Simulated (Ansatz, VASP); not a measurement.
**SiGe: VASP beside Ansatz**

```
CELL_PARAMETERS angstrom
3.89050 0.00000 0.00000
-1.94525 3.36928 0.00000
0.00000 0.00000 6.57226
ATOMIC_POSITIONS crystal
Si 0.66667 0.33333 0.87327
Si 0.33333 0.66667 0.37327
Ge 0.66667 0.33333 0.50173
Ge 0.33333 0.66667 0.00173
```

Alike in both runs: task single point; functional PBEsol; k mesh 12 × 12 × 6; occupations gaussian, width 0.02 eV; no spin polarisation.

|  | VASP | Ansatz |
| --- | --- | --- |
| version | VASP 6.6.1 | Ansatz 0.2.0 |
| potentials or method | VASP PAW PBE potentials, release 64 (Si, Ge_d), cutoff 520 eV | scalar-relativistic, plane waves, PAW |
| valence electrons in the cell | 36 | 36 |

Ansatz gave:

```
gap on the k mesh at the Fermi level (eV)                     : 0.29
least direct gap on the mesh (eV)                             : 0.58
pressure (GPa)                                                : -1.2
traceless stress, the component that is largest in VASP (GPa) : -2.32
```

Problem. Which values does VASP return?

Solution. gap on the k mesh at the Fermi level (eV): 0.29; least direct gap on the mesh (eV): 0.59; pressure (GPa): -1.2; traceless stress, the component that is largest in VASP (GPa): -2.34.

VASP's potentials were made for PBE, not for PBEsol. The functional is the same, so the differences come from potentials, cutoffs and numerics.
